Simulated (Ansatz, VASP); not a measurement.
# B in VASP and in Ansatz

Contents of INCAR:

```
SYSTEM = B
PREC = Accurate
ENCUT = 500
EDIFF = 1E-7
ISMEAR = -1
SIGMA = 0.05
LREAL = .FALSE.
LASPH = .TRUE.
NELM = 120
ALGO = Normal
ISIF = 3
LWAVE = .FALSE.
LCHARG = .FALSE.
GGA = PS
IBRION = 2
NSW = 60
EDIFFG = -0.005
GGA_COMPAT = .FALSE.
NELMIN = 4
```

Contents of KPOINTS:

```
Automatic mesh
0
G
  20 20 20
  0 0 0
```

File POSCAR:

```
B
1.0
    1.9147512897      0.0000000000      0.0000000000
    0.0000000000      1.9147512897      0.0000000000
    0.0000000000      0.0000000000      1.9147512897
B
1
Direct
    0.0000000000      0.0000000000      0.0000000000
```

Input for Ansatz:

```yaml
crystal:
  lattice:
    - [1.9147512897, 0.0, 0.0]
    - [0.0, 1.9147512897, 0.0]
    - [0.0, 0.0, 1.9147512897]
  atoms:
    - { symbol: B, position: [0.0, 0.0, 0.0] }
kpoints:
  mp_grid: { grid: [20, 20, 20] }
scf:
  occupations: { method: fermi_dirac, width: 0.05 }
hamiltonian:
  xc: pbesol
  pseudopotentials: { kind: paw }
output:
  forces: true
  stress: true
relax:
  f_tol: 0.005
  max_steps: 40
  cell: {}
```

Alike in both runs: task relaxation of cell and atoms; functional PBEsol; k mesh 20 × 20 × 20; occupations fermi-dirac, width 0.05 eV; no spin polarisation.

|  | VASP | Ansatz |
| --- | --- | --- |
| version | VASP 6.6.1 | Ansatz 0.2.0 |
| potentials or method | VASP PAW PBE potentials, release 64 (B) | PAW with Ansatz's default frozen-core files, scalar-relativistic |
| plane-wave cutoff (eV) | 500 | 420 |
| valence electrons in the cell | 3 | 3 |

|  | VASP | Ansatz | Ansatz less VASP |
| --- | --- | --- | --- |
| relaxed volume (Å³/atom) | 6.63 | 6.62 | -0.008 |
| relaxed cell length with the largest relative difference (Å) | 1.879 | 1.878 | -0.0008 |

VASP's potentials were made for PBE, not for PBEsol.
